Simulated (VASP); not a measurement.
Set up this calculation in VASP 6.6.1, as the native input.

- Task: single point
- Functional: PBEsol
- Potentials or basis: VASP PAW PBE potentials, release 64 (Zn, O)
- Cutoff: 520 eV
- k mesh: 6 × 6 × 4
- Occupations: gaussian, width 0.1 eV
- Spin: no spin polarisation
- Dipole correction: no
- Further INCAR settings: ALGO = Normal; EDIFF = 1e-07; NBANDS = 26

The structure of ZnO (sol) lies in POSCAR:

```
ZnO
1.0
    3.2500000000      0.0000000000      0.0000000000
   -1.6250000000      2.8145825623      0.0000000000
    0.0000000000      0.0000000000      5.2050000000
Zn O
2 2
Direct
    0.3333333333      0.6666666667      0.0000000000
    0.6666666667      0.3333333333      0.5000000000
    0.3333333333      0.6666666667      0.3820000000
    0.6666666667      0.3333333333      0.8820000000
```

These files were run (other wordings do the same):

INCAR

```
ALGO = Normal
EDIFF = 1E-7
ENCUT = 520
GGA = PS
ISIF = 2
ISMEAR = 0
LASPH = T
LCHARG = F
LREAL = F
LWAVE = F
NBANDS = 26
NELM = 80
PREC = Accurate
SIGMA = 0.1
```

KPOINTS

```
k-points
0
Gamma
  6 6 4
```

Potentials or basis: VASP PAW PBE potentials, release 64 (Zn, O).

The run is started by

```bash
$ cat potpaw_PBE.64/Zn/POTCAR potpaw_PBE.64/O/POTCAR > POTCAR
$ mpirun -np 1 vasp_std > vasp.out
```

It gave:

```yaml
Pressure: -0.6 GPa
Largest_force: 0.032 eV/Å
Band_gap_on_the_k_mesh: 0.68 eV, direct
```

Caveat: the PAW data sets were made with another functional, which shifts forces and pressure a little.

Run time: 14 s on 1 thread of Intel(R) Xeon(R) Platinum 8488C (Sapphire Rapids), with other jobs on the host, peak memory 0.16 GiB.
